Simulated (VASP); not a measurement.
# FeO in VASP: single point with PBE

Aim: the single point of FeO with PBE.

Everything below comes from runs of VASP 6.6.1. Logs are shortened: lines on timing, memory, paths and dates and some standing lists are left out, and cuts for length are marked.

## (1) The cell of the first run

The cell holds a wire or tube with vacuum around it, 2 atoms: a = 10.700 Å, b = 9.300 Å, c = 3.547 Å, α = 90.00°, β = 90.00°, γ = 90.00°.

## (2) Single point, PBE, collinear spin, ferromagnetic start

INCAR

```
SYSTEM = FeO
PREC     = Accurate       ! precision mode
ENCUT    = 520            ! plane-wave cutoff, eV
EDIFF    = 1E-6           ! SCF threshold, eV
ISMEAR   = 0              ! smearing method
SIGMA    = 0.05           ! smearing width, eV
LREAL    = .False.        ! projectors in reciprocal space
LASPH    = .True.         ! aspherical terms in the spheres
NELM     = 150            ! most SCF steps
ALGO     = Normal         ! electronic algorithm
ISIF     = 2              ! what is computed and relaxed
LWAVE    = .False.        ! write WAVECAR
LCHARG   = .False.        ! write CHGCAR
ISPIN    = 2              ! spin polarisation
MAGMOM   = 3.79 0.5       ! initial moments
LORBIT   = 11             ! projections on sites
LMAXMIX  = 4              ! l up to which the mixer works
GGA      = PE             ! functional
NBANDS   = 18             ! bands
```

KPOINTS

```
Automatic mesh
0
Gamma
  1 1 31
  0 0 0
```

POSCAR

```
FeO
1.0
   10.7000000000      0.0000000000      0.0000000000
    0.0000000000      9.3000000000      0.0000000000
    0.0000000000      0.0000000000      3.5467189231
Fe O
1 1
Direct
    0.4999978075      0.5000000000      0.0000000000
    0.5000021925      0.5000000000      0.5000000000
```

Potentials or basis: VASP PAW PBE potentials, release 64 (Fe, O).

Run with:

```bash
$ cat potpaw_PBE.64/Fe/POTCAR potpaw_PBE.64/O/POTCAR > POTCAR
$ mpirun -np 1 vasp_std > vasp.out
```

OUTCAR:

```text
SYSTEM = FeO
   PREC = Accurate
   ENCUT = 520
   EDIFF = 1E-6
   ISMEAR = 0
   LREAL = .False.
   LASPH = .True.
   NELM = 150
   ISIF = 2
   ISPIN = 2
   LORBIT = 11
   GGA = PE

 ion  position               nearest neighbor table
   1  0.500  0.500  0.000-   2 1.77   2 1.77
   2  0.500  0.500  0.500-   1 1.77   1 1.77

  LATTYP: Found a simple orthorhombic cell.
 ALAT       =     3.5467189231
 B/A-ratio  =     2.6221418166
 C/A-ratio  =     3.0168728428

  Lattice vectors:

 A1 = (   0.0000000000,   0.0000000000,  -3.5467189231)
 A2 = (   0.0000000000,   9.3000000000,   0.0000000000)
 A3 = (  10.7000000000,   0.0000000000,   0.0000000000)

Analysis of symmetry for initial positions (statically):
=====================================================================
 Subroutine PRICEL returns:
 Original cell was already a primitive cell.

 Routine SETGRP: Setting up the symmetry group for a
 simple orthorhombic supercell.

 Subroutine GETGRP returns: Found  8 space group operations
 (whereof  8 operations were pure point group operations)
 out of a pool of  8 trial point group operations.

The static configuration has the point symmetry D_2h.

Analysis of symmetry for dynamics (positions and initial velocities):
=====================================================================
 Subroutine PRICEL returns:
 Original cell was already a primitive cell.

 Routine SETGRP: Setting up the symmetry group for a
 simple orthorhombic supercell.

 Subroutine GETGRP returns: Found  8 space group operations
 (whereof  8 operations were pure point group operations)
 out of a pool of  8 trial point group operations.

The dynamic configuration has the point symmetry D_2h.

Analysis of structural, dynamic, and magnetic symmetry:
=====================================================================
 Subroutine PRICEL returns:
 Original cell was already a primitive cell.

 Routine SETGRP: Setting up the symmetry group for a
 simple orthorhombic supercell.

 Subroutine GETGRP returns: Found  8 space group operations
 (whereof  8 operations were pure point group operations)
 out of a pool of  8 trial point group operations.

The overall configuration has the point symmetry D_2h.

 Subroutine INISYM returns: Found  8 space group operations
 (whereof  8 operations are pure point group operations),
 and found     1 'primitive' translations

----------------------------------------------------------------------------------------

                                     Primitive cell

  volume of cell :     352.9340

  direct lattice vectors                    reciprocal lattice vectors
    10.700000000  0.000000000  0.000000000     0.093457944  0.000000000  0.000000000
     0.000000000  9.300000000  0.000000000     0.000000000  0.107526882  0.000000000
     0.000000000  0.000000000  3.546718923     0.000000000  0.000000000  0.281950733

  length of vectors
    10.700000000  9.300000000  3.546718923     0.093457944  0.107526882  0.281950733

  position of ions in fractional coordinates (direct lattice)
     0.499997808  0.500000000  0.000000000
     0.500002192  0.500000000  0.500000000

  ion indices of the primitive-cell ions
   primitive index   ion index
                 1           1
                 2           2

----------------------------------------------------------------------------------------

 KPOINTS: Automatic mesh

Automatic generation of k-mesh.
 Grid dimensions read from file:
 generate k-points for:    1    1   31

 Generating k-lattice:

  Cartesian coordinates                     Fractional coordinates (reciprocal lattice)
     0.093457944  0.000000000  0.000000000     1.000000000  0.000000000  0.000000000
     0.000000000  0.107526882  0.000000000     0.000000000  1.000000000  0.000000000
     0.000000000  0.000000000  0.009095185     0.000000000  0.000000000  0.032258065

  Length of vectors
     0.093457944  0.107526882  0.009095185

  Shift w.r.t. Gamma in fractional coordinates (k-lattice)
     0.000000000  0.000000000  0.000000000

 Subroutine IBZKPT returns following result:
 ===========================================

 Found     16 irreducible k-points:

 Following reciprocal coordinates:
            Coordinates               Weight
  0.000000  0.000000  0.000000      1.000000
  0.000000  0.000000  0.032258      2.000000
  0.000000  0.000000  0.064516      2.000000
  0.000000  0.000000  0.096774      2.000000
  0.000000  0.000000  0.129032      2.000000
  0.000000  0.000000  0.161290      2.000000
[... 8 lines left out ...]
  0.000000  0.000000  0.451613      2.000000
  0.000000  0.000000  0.483871      2.000000
   k-points           NKPTS =     16   k-points in BZ     NKDIM =     16   number of bands    NBANDS=     18
   number of dos      NEDOS =    301   number of ions     NIONS =      2
   total plane-waves  NPLWV = 156800
   dimension x,y,z NGX =    80 NGY =   70 NGZ =   28
   dimension x,y,z NGXF=   160 NGYF=  140 NGZF=   56
   ions per type =               1   1
   NGX,Y,Z   is equivalent  to a cutoff of  12.43, 12.51, 13.12 a.u.
   NGXF,Y,Z  is equivalent  to a cutoff of  24.86, 25.03, 26.25 a.u.
 SYSTEM =  FeO
   PREC   = accura    normal or accurate (medium, high low for compatibility)
   ISTART =      0    job   : 0-new  1-cont  2-samecut
   ICHARG =      2    charge: 1-file 2-atom 10-const
   ISPIN  =      2    spin polarized calculation?
   LNONCOLLINEAR =      F non collinear calculations
   LSORBIT =      F    spin-orbit coupling
   LASPH  =      T    aspherical Exc in radial PAW
   ENCUT  =  520.0 eV  38.22 Ry    6.18 a.u.  19.89 17.29  6.59*2*pi/ulx,y,z
   NELM   =    150;   NELMIN=  2; NELMDL= -5     # of ELM steps
   EDIFF  = 0.1E-05   stopping-criterion for ELM
   LREAL  =      F    real-space projection
   EDIFFG = 0.1E-04   stopping-criterion for IOM
   NSW    =      0    number of steps for IOM
   IBRION =     -1    ionic relax: 0-MD 1-quasi-New 2-CG
   NFREE  =      0    steps in history (QN), initial steepest desc. (CG)
   ISIF   =      2    stress and relaxation
   ISYM   =      2    0-nonsym 1-usesym 2-fastsym
   POTIM  = 0.5000    time-step for ionic-motion
   TEBEG  =    0.0;   TEEND  =   0.0 temperature during run
   PSTRESS=    0.0 pullay stress
   NELECT =      14.0000    total number of electrons
   NUPDOWN=      -1.0000    fix difference up-down
   EMIN   =  10.00;   EMAX   =-10.00  energy-range for DOS
   EFERMI =   0.00;   METHOD = LEGACY
   ISMEAR =     0;   SIGMA  =   0.05  broadening in eV -4-tet -1-fermi 0-gaus
   EFERMI_NEDOS =   21; number of points for ismear=-14 and -15
   IALGO  =     38    algorithm
   IMIX   =      4    mixing-type and parameters
     AMIX     =   0.40;   BMIX     =  1.00
     AMIX_MAG =   1.60;   BMIX_MAG =  1.00
  volume/ion in A,a.u.               =     176.47      1190.86
  Fermi-wavevector in a.u.,A,eV,Ry     =   0.558324  1.055079  4.241286  0.311726
  Thomas-Fermi vector in A             =   1.593298
   LORBIT       =     11    0 simple, 1 ext, 2 COOP (PROOUT), +10 PAW based schemes
   GGA     = PE    functional components
   LHFCALC =     F    Hartree Fock is set to
   AEXX    =    0.0000 exact exchange contribution
   IVDW    =     0    specifies the selected vdW correction
   LEPSILON=     F    determine dielectric tensor
   LRPA    =     F    only Hartree local field effects (RPA)
 spin polarized calculation
 Gauss-broadening in eV      SIGMA  =   0.05
  energy-cutoff  :      520.00
  volume of cell :      352.93
 maximum number of plane-waves:      9533
 NGX is ok and might be reduce to    80
   NGX = 39   NGY = 35   NGZ = 13

 number of electron      14.0000006 magnetization       4.0000399

 Free energy of the ion-electron system (eV)
  ---------------------------------------------------
  ext. energy  EPLUGINS =         0.00000000
  ---------------------------------------------------
  free energy    TOTEN  =       -13.49981165 eV

  energy without entropy =      -13.49375737  energy(sigma->0) =      -13.49678451

 E-fermi :  -3.6882     XC(G=0):  -1.7015

 val. band max:       -3.6924663081   @ k =   0.0000   0.0000   0.0323
 cond. band min:      -3.6569324040   @ k =   0.0000   0.0000   0.0645
 fundamental gap:      0.0355339041
 Fermi energy:        -3.6881751393

 spin component 1

 k-point     1 :       0.0000    0.0000    0.0000
  band No.  band energies     occupation
      1     -22.1960      1.00000
      2      -7.5328      1.00000
      3      -6.8968      1.00000
      4      -6.8924      1.00000
      5      -6.8680      1.00000
      6      -6.8564      1.00000
[... 10 lines left out ...]
     17       2.5550      0.00000
     18       2.7818      0.00000
[... 295 lines left out ...]
 k-point    16 :       0.0000    0.0000    0.4839
  band No.  band energies     occupation
      1     -21.4801      1.00000
      2     -11.1802      1.00000
      3      -8.8108      1.00000
      4      -8.8030      1.00000
      5      -6.6472      1.00000
      6      -5.7040      1.00000
[... 10 lines left out ...]
     17       4.0265      0.00000
     18       4.1972      0.00000
 Fermi energy:        -3.6881751393

 spin component 2

 k-point     1 :       0.0000    0.0000    0.0000
  band No.  band energies     occupation
      1     -21.7126      1.00000
      2      -7.2401      1.00000
      3      -6.3216      1.00000
      4      -6.3192      1.00000
      5      -3.7854      0.99702
      6      -3.7050      0.68279
[... 10 lines left out ...]
     17       2.6482      0.00000
     18       2.9273      0.00000
[... 295 lines left out ...]
 k-point    16 :       0.0000    0.0000    0.4839
  band No.  band energies     occupation
      1     -21.0218      1.00000
      2     -10.2511      1.00000
      3      -7.2441      1.00000
      4      -7.2394      1.00000
      5      -3.7177      0.79838
      6      -2.8785      0.00000
[... 10 lines left out ...]
     17       4.2709      0.00000
     18       4.3721      0.00000

------------------------ aborting loop because EDIFF is reached ----------------------------------------

  FORCE on cell =-STRESS in cart. coord.  units (eV):
  Direction    XX          YY          ZZ          XY          YZ          ZX
  --------------------------------------------------------------------------------------
  -------------------------------------------------------------------------------------
  Total       -0.0216625     -0.0247746      0.5542585      0.0000000      0.0000000      0.0000000
  in kB       -0.0983388     -0.1124667      2.5161092      0.0000000      0.0000000      0.0000000
  external PRESSURE =       0.7684345 kB  Pullay stress =       0.0000000 kB

 VOLUME and BASIS-vectors are now :
 -----------------------------------------------------------------------------
  energy-cutoff  :      520.00
  volume of cell :      352.93
      direct lattice vectors                 reciprocal lattice vectors
    10.700000000  0.000000000  0.000000000     0.093457944  0.000000000  0.000000000
     0.000000000  9.300000000  0.000000000     0.000000000  0.107526882  0.000000000
     0.000000000  0.000000000  3.546718923     0.000000000  0.000000000  0.281950733

 POSITION                                       TOTAL-FORCE (eV/Angst)
 -----------------------------------------------------------------------------------
      5.34998      4.65000      0.00000         0.000000      0.000000      0.000000
      5.35002      4.65000      1.77336         0.000000      0.000000      0.000000
 -----------------------------------------------------------------------------------
    total drift:                               -0.029575      0.000000     -0.000000

  FREE ENERGIE OF THE ION-ELECTRON SYSTEM (eV)
  ---------------------------------------------------
  free  energy   TOTEN  =       -13.4998116541 eV

  energy  without entropy=      -13.4937573678  energy(sigma->0) =      -13.49678451

 total charge

# of ion       s       p       d       tot
------------------------------------------
    1        0.392   0.442   6.127   6.961
    2        1.556   3.464   0.000   5.019
--------------------------------------------------
tot          1.948   3.905   6.127  11.981

 magnetization (x)

# of ion       s       p       d       tot
------------------------------------------
    1        0.157   0.027   3.206   3.390
    2       -0.000   0.218   0.000   0.218
--------------------------------------------------
tot          0.156   0.244   3.206   3.607
```

It took 3.9 min on 1 thread of AMD EPYC 9R45 (Zen 5), shared host; peak memory 0.59 GiB.

Results:

```yaml
Free_energy: -13.4998 eV
Band_gap_on_the_k_mesh: 0.01 eV (least direct gap 0.08 eV)
Net_moment: 4.00 μB per cell
Site_moments: Fe +3.39; O +0.22 μB
Valence_electrons_inside_the_program's_atomic_spheres: Fe 6.96; O 5.02
```

Levels at points of the mesh, in eV from the valence-band top:
Spin up:
```tsv
k point	band 5	band 6	band 7	band 8	band 9	band 10	band 11	band 12	band 13	band 14
(0.00, 0.00, 0.00)	-3.15	-3.14	-2.96	-2.72	-2.03	2.28	3.85	4.04	4.47	4.85
```
Spin down:
| k point | band 1 | band 2 | band 3 | band 4 | band 5 | band 6 | band 7 | band 8 | band 9 | band 10 |
| --- | --- | --- | --- | --- | --- | --- | --- | --- | --- | --- |
| (0.00, 0.00, 0.00) | -17.99 | -3.52 | -2.60 | -2.60 | -0.07 | 0.01 | 0.47 | 0.49 | 1.13 | 3.29 |

Caveat: the smearing spreads over this small gap; semilocal functionals underestimate gaps, and a narrow one can read as zero.

The gap in the log of VASP goes by the Fermi energy; the results here count the filled bands.